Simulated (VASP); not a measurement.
**CoO: single point with PBE+U**

Crystal: CoO.

```
Co O
1.0
     0.00000    2.04641    2.04641
     2.04641    0.00000    2.04641
     2.04641    2.04641    0.00000
Co O
1 1
Direct
  0.00000 0.00000 0.00000
  0.50000 0.50000 0.50000
```

```json
{
 "Program": "VASP 6.6.1",
 "Task": "single point",
 "Functional": "PBE",
 "Potentials or basis": "VASP PAW PBE potentials, release 64 (Co, O)",
 "Cutoff": "520 eV",
 "k mesh": "16 × 16 × 16",
 "Occupations": "gaussian, width 0.1 eV",
 "Spin": "collinear spin, ferromagnetic start",
 "Starting moments": "[2.79, 0.28] μB",
 "Hubbard terms": "Co d U = 3.32 eV",
 "Dipole correction": "no",
 "Further INCAR settings": "ALGO = Normal; EDIFF = 1e-07; NBANDS = 18"
}
```

```
Pressure                                              : 26.0 GPa
Band gap on the k mesh                                : zero (filled and empty bands overlap)
Net moment                                            : 2.97 μB per cell
Site moments                                          : Co +2.70; O +0.26 μB
Valence electrons inside the program's atomic spheres : Co 8.03; O 5.07
```

Levels at points of the mesh, in eV from the Fermi level:
Spin up:
```tsv
k point	band 7	band 8	band 9	band 10	band 11	band 12
(0.00, 0.00, 0.00)	-2.90	-2.90	-2.90	2.31	17.81	18.54
(0.50, 0.00, 0.00)	-2.58	0.06	0.06	5.93	11.07	14.79
(0.50, 0.50, 0.00)	-3.49	-3.21	-3.21	7.22	11.29	11.84
```
Spin down:
```tsv
k point	band 3	band 4	band 5	band 6	band 7	band 8	band 9	band 10
(0.00, 0.00, 0.00)	-2.39	-2.39	-1.40	-1.40	-1.40	1.54	1.54	2.83
(0.50, 0.00, 0.00)	-4.55	-4.55	-0.13	-0.13	0.25	4.45	4.45	6.18
(0.50, 0.50, 0.00)	-3.81	-3.81	-2.74	0.08	0.08	2.14	2.80	8.17
```

Eigenvalues of the final occupation matrices:
| site | spin | trace | eigenvalues |
| --- | --- | --- | --- |
| site 1 d | 1 | 4.97 | 0.97 0.97 0.97 1.03 1.03 |
| site 1 d | 2 | 2.30 | 0.16 0.16 0.66 0.66 0.66 |

Run time: 110 s on 1 thread of Intel Xeon 8259CL (shared host), peak memory 0.2 GiB.

Caveat: the cell stands under pressure; a cell with one magnetic atom can't hold antiferromagnetic order, which such compounds often take. The state reached can hang on the start; a lower one may exist.
